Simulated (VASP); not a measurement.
A run of VASP 6.6.1:

Contents of INCAR:

```
ALGO = Normal
EDIFF = 1E-6
ENCUT = 500
GGA = PE
GGA_COMPAT = False
ISIF = 2
ISMEAR = 0
LASPH = True
LCHARG = False
LREAL = False
LWAVE = False
NBANDS = 56
NELM = 120
PREC = Accurate
SIGMA = 0.2
```

KPOINTS

```
k-points
0
Gamma
  3 3 3
```

File POSCAR:

```
SiGe3
1.0
    5.3430235743      0.0000000000      0.0000000000
    0.0000000000      5.3430235743      0.0000000000
    0.0000000000      0.0000000000      6.2713668848
Si Ge
2 6
Direct
    0.5000000000      0.0000000000      0.4409765964
    0.0000000000      0.5000000000      0.4409765964
    0.2606877986      0.2606877986      0.9679380250
    0.7393122014      0.7393122014      0.9679380250
    0.7393122014      0.2606877986      0.9679380250
    0.2606877986      0.7393122014      0.9679380250
    0.0000000000      0.0000000000      0.2658661446
    0.0000000000      0.0000000000      0.6626076025
```

Potentials or basis: VASP PAW PBE potentials, release 64 (Si, Ge_d).

Command:

```console
$ cat potpaw_PBE.64/Si/POTCAR potpaw_PBE.64/Ge_d/POTCAR > POTCAR
$ mpirun -np 1 vasp_std > vasp.out
```

Hardware: 1 thread of Intel(R) Xeon(R) 6975P-C (Granite Rapids), with other jobs on the host.

Problem. How long does it take, and how much memory?

Solution. Run time: 38 s on 1 thread of Intel(R) Xeon(R) 6975P-C (Granite Rapids) (shared host), peak memory 0.26 GiB. Counts: scf iterations 14, k points 6.
